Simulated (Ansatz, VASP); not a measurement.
## AlRu in VASP and in Ansatz

Contents of INCAR:

```
  PREC = Accurate
  ENCUT = 520
  EDIFF = 1E-6
  ISMEAR = 0
  SIGMA = 0.1
  LREAL = Auto
  LASPH = T
  NELM = 80
  ALGO = Normal
  ISIF = 2
  LWAVE = F
  LCHARG = F
  GGA = PE
  NBANDS = 82
```

Contents of KPOINTS:

```
Automatic mesh
0
Gamma
  7 7 7
```

POSCAR

```
AlRu
1.0
    6.0083537092      0.0000000000      0.0000000000
    0.0000000000     -6.0083537092      0.0000000000
    0.0000000000      0.0000000000     -6.0083537092
Al Ru
8 8
Direct
    0.0000000000      0.0000000000      0.0000000000
    0.0000000000      0.0000000000      0.5000000000
    0.0000000000      0.5000000000      0.0000000000
    0.0000000000      0.5000000000      0.5000000000
    0.5000000000      0.0000000000      0.0000000000
    0.5000000000      0.0000000000      0.5000000000
    0.5000000000      0.5000000000      0.0000000000
    0.5000000000      0.5000000000      0.5000000000
    0.2500000000      0.2500000000      0.2500000000
    0.2500000000      0.2500000000      0.7500000000
    0.2500000000      0.7500000000      0.2500000000
    0.2500000000      0.7500000000      0.7500000000
    0.7500000000      0.2500000000      0.2500000000
    0.7500000000      0.2500000000      0.7500000000
    0.7500000000      0.7500000000      0.2500000000
    0.7500000000      0.7500000000      0.7500000000
```

Input for Ansatz:

```yaml
crystal:
  lattice:
    - [6.0083537092, 0.0, 0.0]
    - [0.0, -6.0083537092, 0.0]
    - [0.0, 0.0, -6.0083537092]
  atoms:
    - { symbol: Al, position: [0.0, 0.0, 0.0] }
    - { symbol: Al, position: [0.0, 0.0, 0.5] }
    - { symbol: Al, position: [0.0, 0.5, 0.0] }
    - { symbol: Al, position: [0.0, 0.5, 0.5] }
    - { symbol: Al, position: [0.5, 0.0, 0.0] }
    - { symbol: Al, position: [0.5, 0.0, 0.5] }
    - { symbol: Al, position: [0.5, 0.5, 0.0] }
    - { symbol: Al, position: [0.5, 0.5, 0.5] }
    - { symbol: Ru, position: [0.25, 0.25, 0.25] }
    - { symbol: Ru, position: [0.25, 0.25, 0.75] }
    - { symbol: Ru, position: [0.25, 0.75, 0.25] }
    - { symbol: Ru, position: [0.25, 0.75, 0.75] }
    - { symbol: Ru, position: [0.75, 0.25, 0.25] }
    - { symbol: Ru, position: [0.75, 0.25, 0.75] }
    - { symbol: Ru, position: [0.75, 0.75, 0.25] }
    - { symbol: Ru, position: [0.75, 0.75, 0.75] }
basis:
  ecutwfc: 420
  xc_grid: 2
kpoints:
  mp_grid: { grid: [7, 7, 7], shift: [0.0, 0.0, 0.0] }
hamiltonian:
  xc: pbe
scf:
  occupations: { method: gaussian, width: 0.1 }
output:
  forces: true
  stress: true
  eigenvalues: true
```

Alike in both runs: task single point; functional PBE; k mesh 7 × 7 × 7; occupations gaussian, width 0.1 eV; no spin polarisation.

```csv
,VASP,Ansatz
version,VASP 6.6.1,Ansatz 0.2.0
potentials or method,"VASP PAW PBE potentials, release 64 (Al, Ru_pv), cutoff 520 eV","scalar-relativistic, plane waves, PAW"
valence electrons in the cell,136,152
```

```csv
,VASP,Ansatz,Ansatz less VASP
gap on the k mesh at the Fermi level (eV),none,none,-
pressure (GPa),-0.1,0.0,+0.06
```

A gap of «none» marks a metal or a gap that the smearing closes. VASP's potentials hold 136 valence electrons a cell and Ansatz's 152, so a difference there can come from the potentials and not from the codes.
